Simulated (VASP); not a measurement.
Wanted: the native input for a VASP 6.6.1 run.

```yaml
Task: relaxation of cell and atoms
Functional: PBE
Potentials_or_basis: VASP PAW PBE potentials, release 64 (Mg, Be, S)
Cutoff: 600 eV
k_mesh: 4 × 4 × 4
Occupations: gaussian, width 0.1 eV
Spin: no spin polarisation
Dipole_correction: no
Further_INCAR_settings: ALGO = Normal; EDIFF = 1e-06; IBRION = 2; EDIFFG = -0.04; NSW = 90; ISIF = 3
```

The structure of MgBe2S3 lies in POSCAR:

```
MgBe2S3
1.0
    4.0165731500      0.0000000000      0.0000000000
    0.0000000000      4.0165731500      0.0000000000
    0.0000000000      0.0000000000      6.0964910800
Mg Be S
1 2 3
Direct
    0.0000000000      0.0000000000      0.0000000000
    0.5000000000      0.0000000000      0.5000000000
    0.0000000000      0.5000000000      0.5000000000
    0.5000000000      0.5000000000      0.7763906100
    0.5000000000      0.5000000000      0.2236093900
    0.5000000000      0.5000000000      0.5000000000
```

One way to write it, as run:

INCAR

```
SYSTEM = MgBe2S3
PREC = Accurate
ENCUT = 600
EDIFF = 1E-6
ISMEAR = 0
SIGMA = 0.1
LREAL = .FALSE.
LASPH = .TRUE.
NELM = 100
ALGO = Normal
ISIF = 3
LWAVE = .FALSE.
LCHARG = .FALSE.
GGA = PE
IBRION = 2
NSW = 90
EDIFFG = -0.04
```

KPOINTS

```
Automatic mesh
0
G
  4 4 4
  0 0 0
```

Potentials or basis: VASP PAW PBE potentials, release 64 (Mg, Be, S).

The run is started by

```sh
$ cat potpaw_PBE.64/Mg/POTCAR potpaw_PBE.64/Be/POTCAR potpaw_PBE.64/S/POTCAR > POTCAR
$ mpirun -np 1 vasp_std > vasp.out
```

It gave:

```
Relaxed volume                         : 20.82 Å³/atom
Relaxed cell                           : a = 3.860 Å, b = 3.860 Å, c = 8.385 Å, α = 90.00°, β = 90.00°, γ = 90.00°
Space group after relaxing (to 0.05 Å) : P4/mmm (No. 123)
Energy gained by relaxing              : 1492.1 meV/atom
Ionic steps                            : 15
Pressure after relaxing                : 0.1 GPa
Largest force after relaxing           : 0.005 eV/Å
Band gap on the k mesh                 : zero (band 12 reaches 4.38 eV, above the bottom of band 13 at 3.19 eV)
```

Caveat: the k points lie up to 0.41 Å⁻¹ apart in the final cell; the volume moved by over 15 % at a fixed basis, so the end points are rough.

Wall time 2.1 min on 1 thread of Intel(R) Xeon(R) 6975P-C (Granite Rapids) (shared host), peak memory 0.25 GiB.
